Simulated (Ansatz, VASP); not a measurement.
# Two plane-wave programs on Au

The input INCAR:

```
SYSTEM = Au
PREC = Accurate ; ENCUT = 520
EDIFF = 1E-7 ; ISMEAR = 0
SIGMA = 0.15 ; LREAL = .FALSE.
LASPH = .TRUE. ; NELM = 100
ALGO = Fast ; ISIF = 2
LWAVE = .FALSE. ; LCHARG = .FALSE.
GGA = PS ; NBANDS = 12
```

The input KPOINTS:

```
Automatic mesh
0
G
  26 26 26
  0 0 0
```

File POSCAR:

```
Au
1.0
   -1.7021270641      1.7021270641      1.5805465595
    1.7021270641     -1.7021270641      1.5805465595
    1.7021270641      1.7021270641     -1.5805465595
Au
1
Direct
    0.0000000000      0.0000000000      0.0000000000
```

Input for Ansatz:

```yaml
crystal:
  lattice:
    - [-1.7021270641, 1.7021270641, 1.5805465595]
    - [1.7021270641, -1.7021270641, 1.5805465595]
    - [1.7021270641, 1.7021270641, -1.5805465595]
  atoms:
    - { symbol: Au, position: [0.0, 0.0, 0.0] }
basis:
  ecutwfc: 420
kpoints:
  mp_grid: { grid: [26, 26, 26] }
hamiltonian:
  xc: pbesol
scf:
  occupations: { method: gaussian, width: 0.15 }
output:
  forces: true
  stress: true
  eigenvalues: true
```

Change from the starting cell: strain +0.050 along x and y, -0.025 along z, atoms carried along.

Alike in both runs: task single point; functional PBEsol; k mesh 26 × 26 × 26; occupations gaussian, width 0.15 eV; no spin polarisation.

```csv
,VASP,Ansatz
version,VASP 6.6.1,Ansatz 0.2.0
potentials or method,"VASP PAW PBE potentials, release 64 (Au), cutoff 520 eV","scalar-relativistic, plane waves, PAW"
valence electrons in the cell,11,19
```

VASP gave:

| Quantity | Value |
| --- | --- |
| gap on the k mesh at the Fermi level (eV) | none |
| pressure (GPa) | -10.1 |
| traceless stress, the component that is largest in VASP (GPa) | -0.53 |

Problem. Which values does Ansatz return?

Solution. gap on the k mesh at the Fermi level (eV): none; pressure (GPa): -10.0; traceless stress, the component that is largest in VASP (GPa): -0.52.

VASP's potentials were made for PBE, not for PBEsol. A gap of «none» marks a metal or a gap that the smearing closes. VASP's potentials hold 11 valence electrons a cell and Ansatz's 19, so a difference there can come from the potentials and not from the codes.

Neither program's run includes spin-orbit coupling.
